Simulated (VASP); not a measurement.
Input of a VASP 6.6.1 run:

Contents of INCAR:

```
SYSTEM = Te
PREC = Accurate
ENCUT = 500
EDIFF = 1E-7
ISMEAR = 0
SIGMA = 0.1
LREAL = .False.
LASPH = .True.
NELM = 120
ALGO = Normal
ISIF = 3
LWAVE = .False.
LCHARG = .False.
GGA = PE
IBRION = 2
NSW = 90
EDIFFG = -0.04
GGA_COMPAT = .False.
NELMIN = 4
```

The input KPOINTS:

```
Automatic mesh
0
Gamma
  4 4 4
  0 0 0
```

Contents of POSCAR:

```
Te
1.0
    2.7461032007     -4.6541356660      0.0000000000
    2.7461032007      4.6541356660      0.0000000000
    0.0000000000      0.0000000000      5.4995119722
Te
4
Direct
    0.1525000000      0.8475000000      0.0785000000
    0.6525000000      0.3475000000      0.4215000000
    0.8475000000      0.1525000000      0.9215000000
    0.3475000000      0.6525000000      0.5785000000
```

Potentials or basis: VASP PAW PBE potentials, release 64 (Te).

Command:

```console
$ cat potpaw_PBE.64/Te/POTCAR > POTCAR
$ mpirun -np 1 vasp_std > vasp.out
```

(1) Predict the relaxed volume.

(2) What does it give for the space group after relaxing (to 0.1 Å)?

Answers

(1) 37.04 Å³/atom.

(2) Cmce (No. 64).

Caveat: a cell axis changed by over 15 % at a fixed basis, so the end point is rough.
